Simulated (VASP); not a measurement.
Input of a VASP 6.6.1 run:

The input INCAR:

```
SYSTEM = Rh
  PREC = Accurate
  ENCUT = 520
  EDIFF = 1E-6
  ISMEAR = -1
  SIGMA = 0.05
  LREAL = .FALSE.
  LASPH = .TRUE.
  NELM = 80
  ALGO = Normal
  ISIF = 2
  LWAVE = .FALSE.
  LCHARG = .FALSE.
  GGA = PS
  NBANDS = 22
```

Contents of KPOINTS:

```
Automatic mesh
0
G
  9 9 5
  0 0 0
```

POSCAR

```
Rh
1.0
    2.7309790422      0.0000000000      0.0000000000
   -1.3654895211      2.3650972278      0.0000000000
    0.0000000000      0.0000000000      4.3399192200
Rh
2
Direct
    0.3333333333      0.6666666667      0.2500000000
    0.6666666667      0.3333333333      0.7500000000
```

Potentials or basis: VASP PAW PBE potentials, release 64 (Rh_pv).

Launch:

```bash
$ cat potpaw_PBE.64/Rh_pv/POTCAR > POTCAR
$ mpirun -np 1 vasp_std > vasp.out
```

Problem. What does it give for the pressure?

Solution. -8.8 GPa.

Problem. Estimate the band gap on the k mesh.

Solution. Zero (band 15 reaches 12.03 eV, above the bottom of band 16 at 10.05 eV).

Stress tensor (GPa, compression positive):
```
-10.94   0.00   0.00
  0.00 -10.94   0.00
  0.00   0.00  -4.67
```

Caveat: the PAW data sets were made with another functional, which shifts forces and pressure a little.
